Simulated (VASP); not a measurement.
# Br (Cmce) in VASP: further runs

Br is run at these levels: revPBE, BLYP, PBE, RPBE+D3(BJ); tasks: single point.

Program: VASP 6.6.1. These are calculated values, not measurements. Logs are shortened: lines on timing, memory, paths and dates and some standing lists are left out, and cuts for length are marked.

**1. The cell of the first run**

The structure is orthorhombic, space group Cmce (No. 64). The conventional cell has a = 6.726 Å, b = 4.645 Å, c = 8.702 Å, α = 90.00°, β = 90.00°, γ = 90.00°. Br (site symmetry m) has 1 Br at 2.29 Å within 3.0 Å.

**2. Single point, revPBE**

The input, INCAR:

```
SYSTEM = Br
ALGO = Normal
EDIFF = 1E-7
ENCUT = 520
GGA = RE
ISIF = 2
ISMEAR = -1
LASPH = .TRUE.
LCHARG = .FALSE.
LREAL = .FALSE.
LWAVE = .FALSE.
NBANDS = 22
NELM = 100
PREC = Accurate
SIGMA = 0.05
```

The input, KPOINTS:

```
k-points
0
G
  7 7 3
  0 0 0
```

The input, POSCAR:

```
Br
1.0
    3.3632500000     -2.3225500000      0.0000000000
    3.3632500000      2.3225500000      0.0000000000
    0.0000000000      0.0000000000      8.7023000000
Br
4
Direct
    0.3651000000      0.6349000000      0.3901000000
    0.1349000000      0.8651000000      0.8901000000
    0.6349000000      0.3651000000      0.6099000000
    0.8651000000      0.1349000000      0.1099000000
```

Potentials or basis: VASP PAW PBE potentials, release 64 (Br).

Launch:

```sh
$ cat potpaw_PBE.64/Br/POTCAR > POTCAR
$ mpirun -np 1 vasp_std > vasp.out
```

OUTCAR:

```text
SYSTEM = Br
   EDIFF = 1E-7
   ENCUT = 520
   GGA = RE
   ISIF = 2
   ISMEAR = -1
   LASPH = .TRUE.
   LREAL = .FALSE.
   NELM = 100
   PREC = Accurate

 ion  position               nearest neighbor table
   1  0.365  0.635  0.390-   3 2.29
   2  0.135  0.865  0.890-   4 2.29
   3  0.635  0.365  0.610-   1 2.29
   4  0.865  0.135  0.110-   2 2.29

  LATTYP: Found a base centered orthorhombic cell.
 ALAT       =     4.6451000000
 B/A-ratio  =     1.4480850789
 C/A-ratio  =     1.8734365245

  Lattice vectors:

 A1 = (  -3.3632500000,  -2.3225500000,   0.0000000000)
 A2 = (   3.3632500000,  -2.3225500000,   0.0000000000)
 A3 = (   0.0000000000,   0.0000000000,   8.7023000000)

Analysis of symmetry for initial positions (statically):
=====================================================================
 Subroutine PRICEL returns:
 Original cell was already a primitive cell.

 Routine SETGRP: Setting up the symmetry group for a
 base centered orthorhombic supercell.

 Subroutine GETGRP returns: Found  8 space group operations
 (whereof  4 operations were pure point group operations)
 out of a pool of  8 trial point group operations.

The static configuration has the point symmetry C_2h.
 The point group associated with its full space group is D_2h.

Analysis of symmetry for dynamics (positions and initial velocities):
=====================================================================
 Subroutine PRICEL returns:
 Original cell was already a primitive cell.

 Routine SETGRP: Setting up the symmetry group for a
 base centered orthorhombic supercell.

 Subroutine GETGRP returns: Found  8 space group operations
 (whereof  4 operations were pure point group operations)
 out of a pool of  8 trial point group operations.

The dynamic configuration has the point symmetry C_2h.
 The point group associated with its full space group is D_2h.

 Subroutine INISYM returns: Found  8 space group operations
 (whereof  4 operations are pure point group operations),
 and found     1 'primitive' translations

----------------------------------------------------------------------------------------

                                     Primitive cell

  volume of cell :     135.9528

  direct lattice vectors                    reciprocal lattice vectors
     3.363250000 -2.322550000  0.000000000     0.148665725 -0.215280618  0.000000000
     3.363250000  2.322550000  0.000000000     0.148665725  0.215280618  0.000000000
     0.000000000  0.000000000  8.702300000     0.000000000  0.000000000  0.114912150

  length of vectors
     4.087259359  4.087259359  8.702300000     0.261624239  0.261624239  0.114912150

  position of ions in fractional coordinates (direct lattice)
     0.365100000  0.634900000  0.390100000
     0.134900000  0.865100000  0.890100000
     0.634900000  0.365100000  0.609900000
     0.865100000  0.134900000  0.109900000

  ion indices of the primitive-cell ions
   primitive index   ion index
                 1           1
                 2           2
                 3           3
                 4           4

----------------------------------------------------------------------------------------

 KPOINTS: k-points

Automatic generation of k-mesh.
 Grid dimensions read from file:
 generate k-points for:    7    7    3

 Generating k-lattice:

  Cartesian coordinates                     Fractional coordinates (reciprocal lattice)
     0.021237961 -0.030754374  0.000000000     0.142857143  0.000000000  0.000000000
     0.021237961  0.030754374  0.000000000     0.000000000  0.142857143  0.000000000
     0.000000000  0.000000000  0.038304050     0.000000000  0.000000000  0.333333333

  Length of vectors
     0.037374891  0.037374891  0.038304050

  Shift w.r.t. Gamma in fractional coordinates (k-lattice)
     0.000000000  0.000000000  0.000000000

 Subroutine IBZKPT returns following result:
 ===========================================

 Found     32 irreducible k-points:

 Following reciprocal coordinates:
            Coordinates               Weight
  0.000000  0.000000  0.000000      1.000000
  0.142857 -0.000000  0.000000      4.000000
  0.285714  0.000000  0.000000      4.000000
  0.428571  0.000000  0.000000      4.000000
  0.142857  0.142857  0.000000      2.000000
  0.285714  0.142857  0.000000      4.000000
[... 16 lines left out ...]
  0.428571  0.142857  0.333333      8.000000
 -0.428571  0.142857  0.333333      8.000000
 [... further k-points ...]
   k-points           NKPTS =     32   k-points in BZ     NKDIM =     32   number of bands    NBANDS=     22
   number of dos      NEDOS =    301   number of ions     NIONS =      4
   total plane-waves  NPLWV =  63000
   dimension x,y,z NGX =    30 NGY =   30 NGZ =   70
   dimension x,y,z NGXF=    60 NGYF=   60 NGZF=  140
   ions per type =               4
   NGX,Y,Z   is equivalent  to a cutoff of  12.20, 12.20, 13.37 a.u.
   NGXF,Y,Z  is equivalent  to a cutoff of  24.40, 24.40, 26.75 a.u.
 SYSTEM =  Br
   PREC   = accura    normal or accurate (medium, high low for compatibility)
   ISTART =      0    job   : 0-new  1-cont  2-samecut
   ICHARG =      2    charge: 1-file 2-atom 10-const
   ISPIN  =      1    spin polarized calculation?
   LNONCOLLINEAR =      F non collinear calculations
   LSORBIT =      F    spin-orbit coupling
   LASPH  =      T    aspherical Exc in radial PAW
   ENCUT  =  520.0 eV  38.22 Ry    6.18 a.u.   7.60  7.60 16.18*2*pi/ulx,y,z
   NELM   =    100;   NELMIN=  2; NELMDL= -5     # of ELM steps
   EDIFF  = 0.1E-06   stopping-criterion for ELM
   LREAL  =      F    real-space projection
   EDIFFG = 0.1E-05   stopping-criterion for IOM
   NSW    =      0    number of steps for IOM
   IBRION =     -1    ionic relax: 0-MD 1-quasi-New 2-CG
   NFREE  =      0    steps in history (QN), initial steepest desc. (CG)
   ISIF   =      2    stress and relaxation
   ISYM   =      2    0-nonsym 1-usesym 2-fastsym
   POTIM  = 0.5000    time-step for ionic-motion
   TEBEG  =    0.0;   TEEND  =   0.0 temperature during run
   PSTRESS=    0.0 pullay stress
   NELECT =      28.0000    total number of electrons
   NUPDOWN=      -1.0000    fix difference up-down
   EMIN   =  10.00;   EMAX   =-10.00  energy-range for DOS
   EFERMI =   0.00;   METHOD = LEGACY
   ISMEAR =    -1;   SIGMA  =   0.05  broadening in eV -4-tet -1-fermi 0-gaus
   EFERMI_NEDOS =   21; number of points for ismear=-14 and -15
   IALGO  =     38    algorithm
   IMIX   =      4    mixing-type and parameters
     AMIX     =   0.40;   BMIX     =  1.00
     AMIX_MAG =   1.60;   BMIX_MAG =  1.00
  volume/ion in A,a.u.               =      33.99       229.36
  Fermi-wavevector in a.u.,A,eV,Ry     =   0.966788  1.826965 12.717090  0.934680
  Thomas-Fermi vector in A             =   2.096619
   LORBIT       =      0    0 simple, 1 ext, 2 COOP (PROOUT), +10 PAW based schemes
   GGA     = RE    functional components
   LHFCALC =     F    Hartree Fock is set to
   AEXX    =    0.0000 exact exchange contribution
   IVDW    =     0    specifies the selected vdW correction
   LEPSILON=     F    determine dielectric tensor
   LRPA    =     F    only Hartree local field effects (RPA)
 non-spin polarized calculation
  energy-cutoff  :      520.00
  volume of cell :      135.95
 maximum number of plane-waves:      3697
   NGX = 15   NGY = 15   NGZ = 33

 number of electron      27.9999999 magnetization

 Free energy of the ion-electron system (eV)
  ---------------------------------------------------
  ext. energy  EPLUGINS =         0.00000000
  ---------------------------------------------------
  free energy    TOTEN  =        -5.44214790 eV

  energy without entropy =       -5.44214790  energy(sigma->0) =       -5.44214790

 E-fermi :   0.7313     XC(G=0):  -7.6095

 val. band max:       -0.2827024670   @ k =  -0.4286   0.4286   0.0000
 cond. band min:       1.6804064810   @ k =   0.0000   0.0000   0.0000
 fundamental gap:      1.9631089480
 Fermi energy:         0.7312507106

 k-point     1 :       0.0000    0.0000    0.0000
  band No.  band energies     occupation
      1     -16.1545      2.00000
      2     -15.8426      2.00000
      3     -13.3303      2.00000
      4     -12.6672      2.00000
      5      -5.1534      2.00000
      6      -4.1721      2.00000
[... 14 lines left out ...]
     21       9.0194      0.00000
     22       9.1964      0.00000

 k-point     2 :       0.1429   -0.0000    0.0000
  band No.  band energies     occupation
      1     -16.1135      2.00000
      2     -15.8296      2.00000
      3     -13.2986      2.00000
      4     -12.7039      2.00000
      5      -5.1531      2.00000
      6      -4.2599      2.00000
[... 14 lines left out ...]
     21       8.8284      0.00000
     22       9.2503      0.00000

 k-point     3 :       0.2857    0.0000    0.0000
  band No.  band energies     occupation
      1     -16.0098      2.00000
      2     -15.8085      2.00000
      3     -13.2117      2.00000
      4     -12.8051      2.00000
      5      -5.1476      2.00000
      6      -4.5233      2.00000
[... 14 lines left out ...]
     21       9.0678      0.00000
     22       9.7608      0.00000

 k-point     4 :       0.4286    0.0000    0.0000
  band No.  band energies     occupation
      1     -15.8940      2.00000
      2     -15.8207      2.00000
      3     -13.0875      2.00000
      4     -12.9440      2.00000
      5      -5.0780      2.00000
      6      -4.8570      2.00000
[... 14 lines left out ...]
     21       9.5027      0.00000
     22      10.7388      0.00000

 k-point     5 :       0.1429    0.1429    0.0000
  band No.  band energies     occupation
      1     -16.1139      2.00000
      2     -15.8144      2.00000
      3     -13.2982      2.00000
      4     -12.6687      2.00000
      5      -5.1233      2.00000
      6      -4.2180      2.00000
[... 417 lines left out ...]
 k-point    22 :       0.2857    0.1429    0.3333
  band No.  band energies     occupation
      1     -15.9863      2.00000
      2     -15.8573      2.00000
      3     -13.1057      2.00000
      4     -12.8402      2.00000
      5      -4.9459      2.00000
      6      -4.5746      2.00000
[... 14 lines left out ...]
     21       9.0889      0.00000
     22       9.3108      0.00000

 k-point    23 :       0.4286    0.1429    0.3333
  band No.  band energies     occupation
      1     -15.9032      2.00000
      2     -15.8197      2.00000
      3     -13.0690      2.00000
      4     -12.9049      2.00000
      5      -4.9490      2.00000
      6      -4.6928      2.00000
[... 14 lines left out ...]
     21       8.8932      0.00000
     22       9.3994      0.00000

 k-point    24 :      -0.4286    0.1429    0.3333
  band No.  band energies     occupation
      1     -15.8482      2.00000
      2     -15.8302      2.00000
      3     -13.0254      2.00000
      4     -12.9925      2.00000
      5      -4.8789      2.00000
      6      -4.8341      2.00000
[... 14 lines left out ...]
     21       9.5728      0.00000
     22       9.7869      0.00000

 [... further k-points ...]
[... 5 lines left out ...]
  --------------------------------------------------------------------------------------
  -------------------------------------------------------------------------------------
  Total        2.0351272      2.2029722      3.6500331      0.0000000     -0.0000000      0.0000000
  in kB       23.9835723     25.9615924     43.0149197      0.0000000     -0.0000000      0.0000000
  external PRESSURE =      30.9866948 kB  Pullay stress =       0.0000000 kB

 VOLUME and BASIS-vectors are now :
 -----------------------------------------------------------------------------
  energy-cutoff  :      520.00
  volume of cell :      135.95
      direct lattice vectors                 reciprocal lattice vectors
     3.363250000 -2.322550000  0.000000000     0.148665725 -0.215280618  0.000000000
     3.363250000  2.322550000  0.000000000     0.148665725  0.215280618  0.000000000
     0.000000000  0.000000000  8.702300000     0.000000000  0.000000000  0.114912150

 POSITION                                       TOTAL-FORCE (eV/Angst)
 -----------------------------------------------------------------------------------
      3.36325      0.62662      3.39477         0.000000      0.415812     -0.750470
      3.36325      1.69593      7.74592         0.000000     -0.415812     -0.750470
      3.36325     -0.62662      5.30753         0.000000     -0.415812      0.750470
      3.36325     -1.69593      0.95638         0.000000      0.415812      0.750470
 -----------------------------------------------------------------------------------
    total drift:                               -0.000000      0.000000      0.000000

  FREE ENERGIE OF THE ION-ELECTRON SYSTEM (eV)
  ---------------------------------------------------
  free  energy   TOTEN  =        -5.4421479045 eV

  energy  without entropy=       -5.4421479025  energy(sigma->0) =       -5.44214790
```

Wall time 56 s (1 thread of Intel Xeon Platinum 8488C (Sapphire Rapids), shared host); peak memory 0.26 GiB.

What came out:

```
Free energy            : -5.4421 eV
Pressure               : 3.1 GPa
Largest force          : 0.858 eV/Å
Band gap on the k mesh : 1.96 eV, indirect (least direct gap 1.98 eV)
```

Forces in eV/Å, atoms in the order of the input:
```
Br   0.000  0.416 -0.750
Br   0.000 -0.416 -0.750
Br   0.000 -0.416  0.750
Br   0.000  0.416  0.750
```

Stress tensor (GPa, compression positive):
```
2.40 0.00 0.00
0.00 2.60 0.00
0.00 0.00 4.30
```

Levels at points of the mesh, in eV from the valence-band top:
```tsv
k point	band 11	band 12	band 13	band 14	band 15	band 16	band 17	band 18
(0.00, 0.00, 0.00)	-0.89	-0.32	-0.06	-0.02	1.96	2.68	6.29	6.92
```

Caveat: the PAW data sets were made with another functional, which shifts forces and pressure a little.

**3. Single point, BLYP**

The input, INCAR:

```
SYSTEM = Br
AGGAC = 1.0
AGGAX = 1.0
ALDAC = 0.0
ALDAX = 1.0
ALGO = Normal
EDIFF = 1E-6
ENCUT = 520
GGA = B5
ISIF = 2
ISMEAR = -1
LASPH = .True.
LCHARG = .False.
LREAL = .False.
LWAVE = .False.
NBANDS = 22
NELM = 80
PREC = Accurate
SIGMA = 0.05
```

The input, KPOINTS:

```
k-points
0
Gamma
  7 7 3
  0 0 0
```

POSCAR is that of step 2.

Potentials or basis: VASP PAW PBE potentials, release 64 (Br).

Launch:

```sh
$ cat potpaw_PBE.64/Br/POTCAR > POTCAR
$ mpirun -np 1 vasp_std > vasp.out
```

Run time: 68 s. Hardware: 1 thread of Intel Xeon Platinum 8488C (Sapphire Rapids), shared host; peak memory 0.26 GiB.

It converged, with:

```yaml
Free_energy: -5.1275 eV
Pressure: 3.8 GPa
Largest_force: 1.295 eV/Å
Band_gap_on_the_k_mesh: 1.88 eV, indirect (least direct gap 1.89 eV)
```

Forces on the atoms (eV/Å):
```
Br   0.000  0.665 -1.111
Br   0.000 -0.665 -1.111
Br   0.000 -0.665  1.111
Br   0.000  0.665  1.111
```

Stress tensor (GPa, compression positive):
```
2.21 0.00 0.00
0.00 3.15 0.00
0.00 0.00 5.90
```

Levels at points of the mesh, in eV from the valence-band top:
```csv
k point,band 10,band 11,band 12,band 13,band 14,band 15,band 16,band 17,band 18,band 19
"(0.00, 0.00, 0.00)",-1.59,-0.91,-0.34,-0.06,-0.02,1.88,2.62,6.06,6.74,7.50
```

Caveat: the PAW data sets were made with another functional, which shifts forces and pressure a little. A k mesh can miss the band edges.

**4. Single point, PBE**

The input, INCAR:

```
SYSTEM = Br
PREC = Accurate
ENCUT = 520
EDIFF = 1E-6
ISMEAR = 0
SIGMA = 0.012
LREAL = .FALSE.
LASPH = .TRUE.
NELM = 60
ALGO = Normal
ISIF = 2
LWAVE = .FALSE.
LCHARG = .FALSE.
GGA = PE
NBANDS = 22
```

The input, KPOINTS:

```
regular mesh
0
G
  7 7 3
  0 0 0
```

POSCAR is that of step 3.

Launch:

```sh
$ cat potpaw_PBE.64/Br/POTCAR > POTCAR
$ mpirun -np 1 vasp_std > vasp.out
```

Wall time 67 s (1 thread of Intel Xeon Platinum 8488C (Sapphire Rapids), shared host); peak memory 0.26 GiB.

It converged, with:

| Property | Result |
| --- | --- |
| Free energy | -6.3724 eV |
| Pressure | 1.9 GPa |
| Largest force | 0.882 eV/Å |
| Band gap on the k mesh | 1.90 eV, indirect (least direct gap 1.92 eV) |

Forces on the atoms (eV/Å):
```
Br   0.000  0.424 -0.774
Br   0.000 -0.424 -0.774
Br   0.000 -0.424  0.774
Br   0.000  0.424  0.774
```

Stress tensor (GPa, compression positive):
```
1.21 0.00 0.00
0.00 1.29 0.00
0.00 0.00 3.05
```

Levels at points of the mesh, in eV from the valence-band top:
| k point | band 12 | band 13 | band 14 | band 15 | band 16 | band 17 |
| --- | --- | --- | --- | --- | --- | --- |
| (0.00, 0.00, 0.00) | -0.34 | -0.06 | -0.02 | 1.90 | 2.65 | 6.00 |

A k mesh can miss the band edges. As with any semilocal functional, this PBE gap is likely too small.

[end of part 1 of 2]
